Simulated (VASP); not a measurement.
# Li (P6_3/mmc) in VASP: notebook

Runs on Li. Level: r2SCAN. Tasks: single point.

All numbers are computed with VASP 6.6.1; they aren't measurements. Logs are shortened: lines on timing, memory, paths and dates and some standing lists are left out, and cuts for length are marked.

## 1. The cell of the first run

It takes space group P6_3/mmc (No. 194, hexagonal). Conventional cell: a = 3.061 Å, b = 3.061 Å, c = 5.261 Å, α = 90.00°, β = 90.00°, γ = 120.00°. Li (site symmetry -6m2) has 12 Li at 3.06 to 3.17 Å within 4.0 Å.

## 2. Single point, r2SCAN

Input file POSCAR:

```
Li
1.0
    3.0608159216      0.0000000000      0.0000000000
   -1.5304079608      2.6507443444      0.0000000000
    0.0000000000      0.0000000000      5.2613824953
Li
2
Direct
    0.3333333333      0.6666666667      0.2500000000
    0.6666666667      0.3333333333      0.7500000000
```

Input file INCAR.step1:

```
PREC = Accurate
ENCUT = 520
ISMEAR = 0
SIGMA = 0.15
LREAL = F
LASPH = T
NELM = 80
NBANDS = 10
GGA = PE
ALGO = Normal
EDIFF = 1E-4
LWAVE = T
LCHARG = F
```

Input file INCAR.step2:

```
PREC = Accurate
ENCUT = 520
EDIFF = 1E-6
ISMEAR = 0
SIGMA = 0.15
LREAL = F
LASPH = T
NELM = 80
ALGO = Normal
ISIF = 2
LWAVE = F
LCHARG = T
METAGGA = R2SCAN
LMIXTAU = T
LELF = T
LVHAR = T
NBANDS = 10
ISTART = 1
```

Input file KPOINTS:

```
regular mesh
0
Gamma
  18 18 10
```

Potentials or basis: VASP PAW PBE potentials, release 64 (Li_sv).

Command:

```console
cat potpaw_PBE.64/Li_sv/POTCAR > POTCAR
cp INCAR.step1 INCAR
mpirun -np 1 vasp_std > vasp.out
cp INCAR.step2 INCAR
mpirun -np 1 vasp_std > vasp.out
```

OUTCAR:

```text
PREC = Accurate
   ENCUT = 520
   EDIFF = 1E-6
   ISMEAR = 0
   LREAL = F
   LASPH = T
   NELM = 80
   ISIF = 2
   METAGGA = R2SCAN
   ISTART = 1

 ion  position               nearest neighbor table
   1  0.333  0.667  0.250-
   2  0.667  0.333  0.750-

  LATTYP: Found a hexagonal cell.
 ALAT       =     3.0608159216
 C/A-ratio  =     1.7189477022

  Lattice vectors:

 A1 = (   3.0608159216,   0.0000000000,   0.0000000000)
 A2 = (  -1.5304079608,   2.6507443444,   0.0000000000)
 A3 = (   0.0000000000,   0.0000000000,   5.2613824953)

Analysis of symmetry for initial positions (statically):
=====================================================================
 Subroutine PRICEL returns:
 Original cell was already a primitive cell.

 Routine SETGRP: Setting up the symmetry group for a
 hexagonal supercell.

 Subroutine GETGRP returns: Found 24 space group operations
 (whereof 12 operations were pure point group operations)
 out of a pool of 24 trial point group operations.

The static configuration has the point symmetry D_3d.
 The point group associated with its full space group is D_6h.

Analysis of symmetry for dynamics (positions and initial velocities):
=====================================================================
 Subroutine PRICEL returns:
 Original cell was already a primitive cell.

 Routine SETGRP: Setting up the symmetry group for a
 hexagonal supercell.

 Subroutine GETGRP returns: Found 24 space group operations
 (whereof 12 operations were pure point group operations)
 out of a pool of 24 trial point group operations.

The dynamic configuration has the point symmetry D_3d.
 The point group associated with its full space group is D_6h.

 Subroutine INISYM returns: Found 24 space group operations
 (whereof 12 operations are pure point group operations),
 and found     1 'primitive' translations

----------------------------------------------------------------------------------------

                                     Primitive cell

  volume of cell :      42.6879

  direct lattice vectors                    reciprocal lattice vectors
     3.060815922  0.000000000  0.000000000     0.326710271  0.188626263  0.000000000
    -1.530407961  2.650744344  0.000000000     0.000000000  0.377252526  0.000000000
     0.000000000  0.000000000  5.261382495     0.000000000  0.000000000  0.190064114

  length of vectors
     3.060815922  3.060815922  5.261382495     0.377252526  0.377252526  0.190064114

  position of ions in fractional coordinates (direct lattice)
     0.333333333  0.666666667  0.250000000
     0.666666667  0.333333333  0.750000000

  ion indices of the primitive-cell ions
   primitive index   ion index
                 1           1
                 2           2

----------------------------------------------------------------------------------------

 KPOINTS: regular mesh

Automatic generation of k-mesh.
 Grid dimensions read from file:
 generate k-points for:   18   18   10

 Generating k-lattice:

  Cartesian coordinates                     Fractional coordinates (reciprocal lattice)
     0.018150571  0.010479237  0.000000000     0.055555556  0.000000000  0.000000000
     0.000000000  0.020958474  0.000000000     0.000000000  0.055555556  0.000000000
     0.000000000  0.000000000  0.019006411     0.000000000  0.000000000  0.100000000

  Length of vectors
     0.020958474  0.020958474  0.019006411

  Shift w.r.t. Gamma in fractional coordinates (k-lattice)
     0.000000000  0.000000000  0.000000000

 Subroutine IBZKPT returns following result:
 ===========================================

 Found    222 irreducible k-points:

 Following reciprocal coordinates:
            Coordinates               Weight
  0.000000  0.000000  0.000000      1.000000
  0.055556  0.000000  0.000000      6.000000
  0.111111  0.000000  0.000000      6.000000
  0.166667  0.000000  0.000000      6.000000
  0.222222 -0.000000  0.000000      6.000000
  0.277778  0.000000  0.000000      6.000000
[... 16 lines left out ...]
  0.333333  0.111111  0.000000     12.000000
  0.388889  0.111111  0.000000     12.000000
 [... further k-points ...]
   k-points           NKPTS =    222   k-points in BZ     NKDIM =    222   number of bands    NBANDS=     10
   number of dos      NEDOS =    301   number of ions     NIONS =      2
   total plane-waves  NPLWV =  23040
   dimension x,y,z NGX =    24 NGY =   24 NGZ =   40
   dimension x,y,z NGXF=    48 NGYF=   48 NGZF=   80
   ions per type =               2
   NGX,Y,Z   is equivalent  to a cutoff of  13.04, 13.04, 12.64 a.u.
   NGXF,Y,Z  is equivalent  to a cutoff of  26.07, 26.07, 25.28 a.u.
 SYSTEM =  unknown system
   PREC   = accura    normal or accurate (medium, high low for compatibility)
   ISTART =      1    job   : 0-new  1-cont  2-samecut
   ICHARG =      0    charge: 1-file 2-atom 10-const
   ISPIN  =      1    spin polarized calculation?
   LNONCOLLINEAR =      F non collinear calculations
   LSORBIT =      F    spin-orbit coupling
   LASPH  =      T    aspherical Exc in radial PAW
   ENCUT  =  520.0 eV  38.22 Ry    6.18 a.u.   5.69  5.69  9.78*2*pi/ulx,y,z
   NELM   =     80;   NELMIN=  2; NELMDL=  0     # of ELM steps
   EDIFF  = 0.1E-05   stopping-criterion for ELM
   LREAL  =      F    real-space projection
   EDIFFG = 0.1E-04   stopping-criterion for IOM
   NSW    =      0    number of steps for IOM
   IBRION =     -1    ionic relax: 0-MD 1-quasi-New 2-CG
   NFREE  =      0    steps in history (QN), initial steepest desc. (CG)
   ISIF   =      2    stress and relaxation
   ISYM   =      2    0-nonsym 1-usesym 2-fastsym
   POTIM  = 0.5000    time-step for ionic-motion
   TEBEG  =    0.0;   TEEND  =   0.0 temperature during run
   PSTRESS=    0.0 pullay stress
   NELECT =       6.0000    total number of electrons
   NUPDOWN=      -1.0000    fix difference up-down
   EMIN   =  10.00;   EMAX   =-10.00  energy-range for DOS
   EFERMI =   0.00;   METHOD = LEGACY
   ISMEAR =     0;   SIGMA  =   0.15  broadening in eV -4-tet -1-fermi 0-gaus
   EFERMI_NEDOS =   21; number of points for ismear=-14 and -15
   IALGO  =     38    algorithm
   IMIX   =      4    mixing-type and parameters
     AMIX     =   0.40;   BMIX     =  1.00
     AMIX_MAG =   1.60;   BMIX_MAG =  1.00
  volume/ion in A,a.u.               =      21.34       144.04
  Fermi-wavevector in a.u.,A,eV,Ry     =   0.851184  1.608505  9.857621  0.724515
  Thomas-Fermi vector in A             =   1.967278
   LORBIT       =      0    0 simple, 1 ext, 2 COOP (PROOUT), +10 PAW based schemes
   METAGGA = R2SCAN    functional components
   LHFCALC =     F    Hartree Fock is set to
   AEXX    =    0.0000 exact exchange contribution
   IVDW    =     0    specifies the selected vdW correction
   LEPSILON=     F    determine dielectric tensor
   LRPA    =     F    only Hartree local field effects (RPA)
 non-spin polarized calculation
 Gauss-broadening in eV      SIGMA  =   0.15
  energy-cutoff  :      520.00
  volume of cell :       42.69
 maximum number of plane-waves:      1184
 NGX is ok and might be reduce to    24
   NGX = 11   NGY = 11   NGZ = 19

 number of electron       5.9999970 magnetization

 Free energy of the ion-electron system (eV)
  ---------------------------------------------------
  ext. energy  EPLUGINS =         0.00000000
  ---------------------------------------------------
  free energy    TOTEN  =        -4.76767981 eV

  energy without entropy =       -4.75722684  energy(sigma->0) =       -4.76245333

 E-fermi :   0.4966     XC(G=0):  -7.3144

 val. band max:        0.4816843032   @ k =   0.3333   0.1667   0.3000
 cond. band min:       0.5135494711   @ k =   0.1111   0.0000   0.0000
 fundamental gap:      0.0318651679
 Fermi energy:         0.4965869805

 k-point     1 :       0.0000    0.0000    0.0000
  band No.  band energies     occupation
      1     -47.7142      2.00000
      2     -47.7017      2.00000
      3      -3.2715      2.00000
      4       0.2335      1.98687
      5       3.1007      0.00000
      6      14.5159      0.00000
      7      14.5169      0.00000
      8      15.0262      0.00000
      9      15.8278      0.00000
     10      15.8287      0.00000

 k-point     2 :       0.0556    0.0000    0.0000
  band No.  band energies     occupation
      1     -47.7137      2.00000
      2     -47.7015      2.00000
      3      -3.2175      2.00000
      4       0.3035      1.93135
      5       3.1258      0.00000
      6      13.7888      0.00000
      7      14.0138      0.00000
      8      15.0354      0.00000
      9      15.7357      0.00000
     10      16.1651      0.00000

 k-point     3 :       0.1111    0.0000    0.0000
  band No.  band energies     occupation
      1     -47.7124      2.00000
      2     -47.7007      2.00000
      3      -3.0554      2.00000
      4       0.5135      0.87294
      5       3.2000      0.00000
      6      12.3000      0.00000
      7      13.1827      0.00000
      8      15.0075      0.00000
      9      15.5735      0.00000
     10      16.3363      0.00000

 k-point     4 :       0.1667    0.0000    0.0000
  band No.  band energies     occupation
      1     -47.7105      2.00000
      2     -47.6994      2.00000
      3      -2.7854      2.00000
      4       0.8634      0.00054
      5       3.3150      0.00000
      6      10.6804      0.00000
      7      12.3792      0.00000
      8      14.6604      0.00000
      9      14.9717      0.00000
     10      15.6191      0.00000

 k-point     5 :       0.2222   -0.0000    0.0000
  band No.  band energies     occupation
      1     -47.7079      2.00000
      2     -47.6980      2.00000
      3      -2.4073      2.00000
      4       1.3527      0.00000
      5       3.4471      0.00000
      6       9.1456      0.00000
      7      11.6707      0.00000
      8      13.5204      0.00000
      9      13.5242      0.00000
     10      15.4089      0.00000

 k-point     6 :       0.2778    0.0000    0.0000
  band No.  band energies     occupation
      1     -47.7051      2.00000
      2     -47.6964      2.00000
      3      -1.9225      2.00000
      4       1.9802      0.00000
      5       3.5324      0.00000
      6       7.8277      0.00000
      7      11.0789      0.00000
      8      11.9226      0.00000
      9      12.1235      0.00000
     10      15.0610      0.00000
[... 183 lines left out ...]
 k-point    21 :       0.2222    0.1111    0.0000
  band No.  band energies     occupation
      1     -47.7042      2.00000
      2     -47.6960      2.00000
      3      -1.7579      2.00000
      4       2.1892      0.00000
      5       3.6375      0.00000
      6       7.6466      0.00000
      7       9.5372      0.00000
      8      12.0396      0.00000
      9      12.8111      0.00000
     10      14.1267      0.00000

 k-point    22 :       0.2778    0.1111    0.0000
  band No.  band energies     occupation
      1     -47.7015      2.00000
      2     -47.6948      2.00000
      3      -1.1677      2.00000
      4       2.9521      0.00000
      5       3.5787      0.00000
      6       6.6680      0.00000
      7       8.8602      0.00000
      8      10.4562      0.00000
      9      11.8935      0.00000
     10      13.8043      0.00000

 k-point    23 :       0.3333    0.1111    0.0000
  band No.  band energies     occupation
      1     -47.6993      2.00000
      2     -47.6940      2.00000
      3      -0.4840      2.00000
      4       3.1318      0.00000
      5       3.8449      0.00000
      6       6.2833      0.00000
      7       8.1876      0.00000
      8       8.9318      0.00000
      9      11.2233      0.00000
     10      13.5686      0.00000

 k-point    24 :       0.3889    0.1111    0.0000
  band No.  band energies     occupation
      1     -47.6976      2.00000
      2     -47.6936      2.00000
      3       0.2530      1.97837
      4       2.3827      0.00000
      5       4.8427      0.00000
      6       6.4458      0.00000
      7       7.5294      0.00000
      8       7.5443      0.00000
      9      10.8258      0.00000
     10      13.4260      0.00000

 [... further k-points ...]
[... 5 lines left out ...]
  --------------------------------------------------------------------------------------
  -------------------------------------------------------------------------------------
  Total        0.0639691      0.0639691     -0.3727844      0.0000000     -0.0000000      0.0000000
  in kB        2.4009103      2.4009103    -13.9914721      0.0000000     -0.0000000      0.0000000
  external PRESSURE =      -3.0632172 kB  Pullay stress =       0.0000000 kB

 VOLUME and BASIS-vectors are now :
 -----------------------------------------------------------------------------
  energy-cutoff  :      520.00
  volume of cell :       42.69
      direct lattice vectors                 reciprocal lattice vectors
     3.060815922  0.000000000  0.000000000     0.326710271  0.188626263  0.000000000
    -1.530407961  2.650744344  0.000000000     0.000000000  0.377252526  0.000000000
     0.000000000  0.000000000  5.261382495     0.000000000  0.000000000  0.190064114

 POSITION                                       TOTAL-FORCE (eV/Angst)
 -----------------------------------------------------------------------------------
     -0.00000      1.76716      1.31535         0.000000     -0.000000      0.000000
      1.53041      0.88358      3.94604        -0.000000      0.000000      0.000000
 -----------------------------------------------------------------------------------
    total drift:                               -0.000000      0.000000      0.000000

  FREE ENERGIE OF THE ION-ELECTRON SYSTEM (eV)
  ---------------------------------------------------
  free  energy   TOTEN  =        -4.7676798114 eV

  energy  without entropy=       -4.7572268441  energy(sigma->0) =       -4.76245333
```

It took 3.2 min on 1 thread of Intel Xeon 6975P-C (Granite Rapids), shared host; peak memory 0.2 GiB.

Results:

| Item | Value |
| --- | --- |
| Free energy | -4.7677 eV |
| Band gap on the k mesh | zero (band 3 reaches 2.95 eV, above the bottom of band 4 at -2.17 eV) |

Caveat: the cutoff is under 1.25 times the usual one of these potentials, so pressure, stress and relaxed cells hold a basis-set (Pulay) error; the PAW data sets were made with another functional, which shifts forces and pressure a little.

(Continued in part 2 of 2.)
